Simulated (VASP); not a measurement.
Write the native input for VASP 6.6.1 that does the following.

```yaml
Task: single point
Functional: PBE
Potentials_or_basis: VASP PAW PBE potentials, release 64 (Ge_d)
Cutoff: 520 eV
k_mesh: 7 × 6 × 1
Occupations: gaussian, width 0.1 eV
Spin: no spin polarisation
Dipole_correction: no
Further_INCAR_settings: ALGO = Normal; EDIFF = 1e-07; NBANDS = 21; ISYM = 0
```

The structure of Ge lies in POSCAR:

```
Ge
1.0
    1.4880529250     -2.5946896100      0.0000000000
    1.4880529250      2.5946896100      0.0000000000
    0.0000000000      0.0000000000      4.7275957900
Ge
2
Direct
    0.6665533700      0.3334466300      0.2500000000
    0.3334466300      0.6665533700      0.7500000000
```

One way to write it, as run:

INCAR

```
SYSTEM = Ge
ALGO = Normal ; EDIFF = 1E-7
ENCUT = 520 ; GGA = PE
ISIF = 2 ; ISMEAR = 0
ISYM = 0 ; LASPH = .True.
LCHARG = .False. ; LREAL = .False.
LWAVE = .False. ; NBANDS = 21
NELM = 80 ; PREC = Accurate
SIGMA = 0.1
```

KPOINTS

```
k-points
0
Gamma
  7 6 1
  0 0 0
```

Potentials or basis: VASP PAW PBE potentials, release 64 (Ge_d).

Command:

```sh
$ cat potpaw_PBE.64/Ge_d/POTCAR > POTCAR
$ mpirun -np 1 vasp_std > vasp.out
```

Results of the run:

The pressure is 5.9 GPa. The largest force is 0.098 eV/Å. The band gap on the k mesh is zero (band 14 reaches 13.68 eV, above the bottom of band 15 at 5.66 eV).

Caveat: the k points lie up to 1.33 Å⁻¹ apart.

Wall time 16 s on 1 thread of AMD EPYC 7R43 64-Core Processor (Zen 3), on a shared host, peak memory 0.12 GiB.
